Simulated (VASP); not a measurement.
Write the native input for VASP 6.6.1 that does the following.

- Task: single point
- Functional: PBE
- Potentials or basis: VASP PAW PBE potentials, release 64 (Sc_sv, S)
- Cutoff: 520 eV
- k mesh: 8 × 8 × 8
- Occupations: gaussian, width 0.02 eV
- Spin: no spin polarisation
- Dipole correction: no
- Further INCAR settings: ALGO = Normal; EDIFF = 1e-06; NBANDS = 35

The structure of Sc2S5 lies in POSCAR:

```
Sc2S5
1.0
   -2.5765483449      2.5765483449      7.3763091774
    2.5765483449     -2.5765483449      7.3763091774
    2.5765483449      2.5765483449     -7.3763091774
Sc S
2 5
Direct
    0.3414139104      0.3414139104      0.0000000000
    0.6585860896      0.6585860896      0.0000000000
    0.5000000000      0.5000000000      0.0000000000
    0.1783795323      0.6783795323      0.5000000000
    0.6783795323      0.1783795323      0.5000000000
    0.3216204677      0.8216204677      0.5000000000
    0.8216204677      0.3216204677      0.5000000000
```

The cell was generated, and may not be a known phase.

These files were run (other wordings do the same):

INCAR

```
ALGO     = Normal         # electronic algorithm
EDIFF    = 1E-6           # SCF threshold, eV
ENCUT    = 520            # plane-wave cutoff, eV
GGA      = PE             # functional
ISIF     = 2              # what is computed and relaxed
ISMEAR   = 0              # smearing method
LASPH    = T              # aspherical terms in the spheres
LCHARG   = T              # write CHGCAR
LELF     = T              # ELF
LREAL    = F              # projectors in reciprocal space
LVHAR    = T            
LWAVE    = F              # write WAVECAR
NBANDS   = 35             # bands
NELM     = 100            # most SCF steps
PREC     = Accurate       # precision mode
SIGMA    = 0.02           # smearing width, eV
```

KPOINTS

```
k-points
0
Gamma
  8 8 8
```

Potentials or basis: VASP PAW PBE potentials, release 64 (Sc_sv, S).

Run with:

```bash
$ cat potpaw_PBE.64/Sc_sv/POTCAR potpaw_PBE.64/S/POTCAR > POTCAR
$ mpirun -np 1 vasp_std > vasp.out
```

Results of the run:

```json
{
 "Pressure": "-0.1 GPa",
 "Largest force": "0.110 eV/Å",
 "Band gap on the k mesh": "1.03 eV (least direct gap 1.13 eV)"
}
```

Run time: 22 min on 1 thread of Intel(R) Xeon(R) Platinum 8259CL CPU @ 2.50GHz (Skylake/Cascade Lake) (shared host), peak memory 0.71 GiB.
